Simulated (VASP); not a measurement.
A run of VASP 6.6.1:

Contents of INCAR:

```
SYSTEM = TaS2
ALGO = Normal ; EDIFF = 1E-6
ENCUT = 500 ; GGA = PE
GGA_COMPAT = .False. ; ISIF = 2
ISMEAR = -4 ; LASPH = .True.
LCHARG = .False. ; LREAL = .False.
LWAVE = .False. ; NBANDS = 18
NELM = 120 ; PREC = Accurate
SIGMA = 0.1
```

KPOINTS

```
k-points
0
Gamma
  6 6 4
  0 0 0
```

File POSCAR:

```
TaS2
1.0
    3.3828573416      0.0000000000      0.0000000000
   -1.6914286708      2.9296403952      0.0000000000
    0.0000000000      0.0000000000      6.1679785700
Ta S
1 2
Direct
    0.0000000000      0.0000000000      0.0000000000
    0.6666666667      0.3333333333      0.7542821200
    0.3333333333      0.6666666667      0.2457178800
```

Potentials or basis: VASP PAW PBE potentials, release 64 (Ta_pv, S).

Launch:

```sh
$ cat potpaw_PBE.64/Ta_pv/POTCAR potpaw_PBE.64/S/POTCAR > POTCAR
$ mpirun -np 1 vasp_std > vasp.out
```

Hardware: 1 thread of Intel(R) Xeon(R) 6975P-C (Granite Rapids) (shared host).

Problem. How long does it take, and how much memory?

Solution. Run time: 18 s on 1 thread of Intel(R) Xeon(R) 6975P-C (Granite Rapids), on a shared host, peak memory 0.18 GiB. Counts: scf iterations 14, k points 24.
